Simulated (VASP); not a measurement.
Here is a VASP 6.6.1 calculation.

Contents of INCAR:

```
PREC = Accurate
ENCUT = 520
EDIFF = 1E-6
ISMEAR = -1
SIGMA = 0.1
LREAL = F
LASPH = T
NELM = 80
ALGO = Normal
ISIF = 2
LWAVE = F
LCHARG = T
GGA = PS
LELF = T
LVHAR = T
NBANDS = 20
```

The input KPOINTS:

```
Automatic mesh
0
Gamma
  17 17 10
```

POSCAR

```
Tl
1.0
    3.5493656658      0.0000000000      0.0000000000
   -1.7746828329      3.0738408339      0.0000000000
    0.0000000000      0.0000000000      5.6611235795
Tl
2
Direct
    0.3333333333      0.6666666667      0.2500000000
    0.6666666667      0.3333333333      0.7500000000
```

Potentials or basis: VASP PAW PBE potentials, release 64 (Tl_d).

Run with:

```console
$ cat potpaw_PBE.64/Tl_d/POTCAR > POTCAR
$ mpirun -np 1 vasp_std > vasp.out
```

Task: Predict the pressure.

Result: -2.3 GPa.

Task: Estimate the band gap on the k mesh.

Result: Zero (bands 13 and 14 overlap by 5.21 eV).

Stress tensor (GPa, compression positive):
```
-2.17  0.00  0.00
 0.00 -2.17  0.00
 0.00  0.00 -2.63
```

Caveat: the PAW data sets were made with another functional, which shifts forces and pressure a little; spin-orbit coupling is left out, which moves the levels of the heavy elements.
